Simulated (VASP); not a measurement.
**BN: relaxation of cell and atoms with LDA**

Crystal: BN.

```
B N
1.0
     0.00000    1.79055    1.79055
     1.79055    0.00000    1.79055
     1.79055    1.79055    0.00000
B N
1 1
Cartesian
  0.0000 0.0000 0.0000
  2.6858 2.6858 2.6858
```

| Property | Result |
| --- | --- |
| Program | VASP 6.6.1 |
| Task | relaxation of cell and atoms |
| Functional | LDA |
| Potentials or basis | VASP PAW LDA potentials, release 64 (B, N) |
| Cutoff | 600 eV |
| k mesh | 12 × 12 × 12 |
| Occupations | gaussian, width 0.02 eV |
| Spin | no spin polarisation |
| Dipole correction | no |
| Further INCAR settings | ALGO = Normal; EDIFF = 1e-06; IBRION = 2; EDIFFG = -0.005; NSW = 100; ISIF = 3 |

```
Relaxed volume                         : 5.75 Å³/atom
Relaxed cell                           : a = 2.533 Å, b = 2.533 Å, c = 2.533 Å, α = 60.00°, β = 60.00°, γ = 60.00°
Space group after relaxing (to 0.05 Å) : F-43m (No. 216)
Energy gained by relaxing              : 0.0 meV/atom
Ionic steps                            : 3
Pressure after relaxing                : 0.0 GPa
Band gap on the k mesh                 : 4.38 eV, indirect (least direct gap 8.81 eV)
```

Final structure:
```
B N
1.0
     0.00000    1.79138    1.79138
     1.79138    0.00000    1.79138
     1.79138    1.79138    0.00000
B N
1 1
Direct
  0.00000 0.00000 0.00000
  0.75000 0.75000 0.75000
```

Levels at points of the mesh, in eV from the valence-band top:
```csv
k point,band 1,band 2,band 3,band 4,band 5,band 6,band 7,band 8
"(0.00, 0.00, 0.00)",-20.38,0.00,0.00,0.00,8.81,8.81,8.81,10.88
"(0.50, 0.00, 0.00)",-15.97,-10.96,-2.00,-2.00,10.56,10.71,10.71,15.29
"(0.50, 0.50, 0.00)",-14.55,-9.06,-5.06,-5.06,4.38,9.30,18.11,18.11
```

Wall time 8.8 s on 1 thread of Intel(R) Xeon(R) 6975P-C (Granite Rapids), on a shared host, peak memory 0.11 GiB.

A k mesh can miss the band edges. LDA gaps usually lie below the measured ones, often by a third to a half.
